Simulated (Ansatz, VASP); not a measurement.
**One calculation of ZrS2, two programs**

Contents of POSCAR:

```
ZrS2
1.0
    3.6743990851      0.0000000000      0.0000000000
   -1.8371995425      3.1821229514      0.0000000000
    0.0000000000      0.0000000000      5.8568562715
Zr S
1 2
Direct
    0.0000000000      0.0000000000      0.0000000000
    0.3333333333      0.6666666667      0.2462324598
    0.6666666667      0.3333333333      0.7537675402
```

Contents of INCAR.step1:

```
ALGO     = Normal         # electronic algorithm
EDIFF    = 1E-5           # SCF threshold, eV
ENCUT    = 400            # plane-wave cutoff, eV
GGA      = PE             # functional
GGA_COMPAT= False        
ISIF     = 2              # what is computed and relaxed
ISMEAR   = 0              # smearing method
LASPH    = True           # aspherical terms in the spheres
LCHARG   = False          # write CHGCAR
LREAL    = False          # projectors in reciprocal space
LWAVE    = True           # write WAVECAR
NBANDS   = 19             # bands
NELM     = 120            # most SCF steps
PREC     = Accurate       # precision mode
SIGMA    = 0.01           # smearing width, eV
```

The input INCAR.step2:

```
ALGO     = Normal         # electronic algorithm
EDIFF    = 1E-6           # SCF threshold, eV
ENCUT    = 400            # plane-wave cutoff, eV
GGA      = PE             # functional
GGA_COMPAT= False        
HFSCREEN = 0.2079         # screening, 1/A
ISIF     = 2              # what is computed and relaxed
ISMEAR   = 0              # smearing method
ISTART   = 1            
LASPH    = True           # aspherical terms in the spheres
LCHARG   = False          # write CHGCAR
LHFCALC  = True           # exact exchange
LREAL    = False          # projectors in reciprocal space
LWAVE    = False          # write WAVECAR
NBANDS   = 19             # bands
NELM     = 120            # most SCF steps
PREC     = Accurate       # precision mode
PRECFOCK = Normal       
SIGMA    = 0.01           # smearing width, eV
```

Contents of KPOINTS:

```
k-points
0
Gamma
  6 6 4
```

Input for Ansatz:

```yaml
crystal:
  lattice:
    - [3.6743990851, 0.0, 0.0]
    - [-1.8371995425, 3.1821229514, 0.0]
    - [0.0, 0.0, 5.8568562715]
  atoms:
    - { symbol: Zr, position: [0.0, 0.0, 0.0] }
    - { symbol: S, position: [0.3333333333, 0.6666666667, 0.2462324598] }
    - { symbol: S, position: [0.6666666667, 0.3333333333, 0.7537675402] }
kpoints:
  mp_grid: { grid: [6, 6, 4] }
  band_path:
    path:
      - [0.0, 0.0, 0.0]
      - [0.5, 0.0, 0.0]
      - [0.3333333333, 0.3333333333, 0.0]
      - [0.0, 0.0, 0.5]
      - [0.5, 0.0, 0.5]
      - [0.3333333333, 0.3333333333, 0.5]
      - [0.0, 0.0833333333, 0.0]
    npoints: 1
hamiltonian:
  xc: hse06
scf:
  occupations: { method: fixed }
  n_extra_bands: 4
output:
  forces: true
  stress: true
  eigenvalues: true
```

Alike in both runs: task single point; functional HSE06; k mesh 6 × 6 × 4; no spin polarisation.

|  | VASP | Ansatz |
| --- | --- | --- |
| version | VASP 6.6.1 | Ansatz 0.2.0 |
| potentials or method | VASP PAW PBE potentials, release 64 (Zr_sv, S) | plane waves, PAW |
| plane-wave cutoff (eV) | 400 | 420 |
| occupations | gaussian, width 0.01 eV | fixed |
| valence electrons in the cell | 24 | 24 |

```tsv
	VASP	Ansatz	Ansatz less VASP
gap on the k mesh at the Fermi level (eV)	1.68	1.68	+0.003
pressure (GPa)	0.0	0.1	+0.11
traceless stress, the component that is largest in VASP (GPa)	0.48	0.43	-0.045
rms of the force components (eV/Å)	0.087	0.089	+0.0017
```

Atom by atom the forces differ by 0.002 eV/Å (rms over components). Ansatz's warnings: stress exchange threshold loose, stress scf threshold loose.
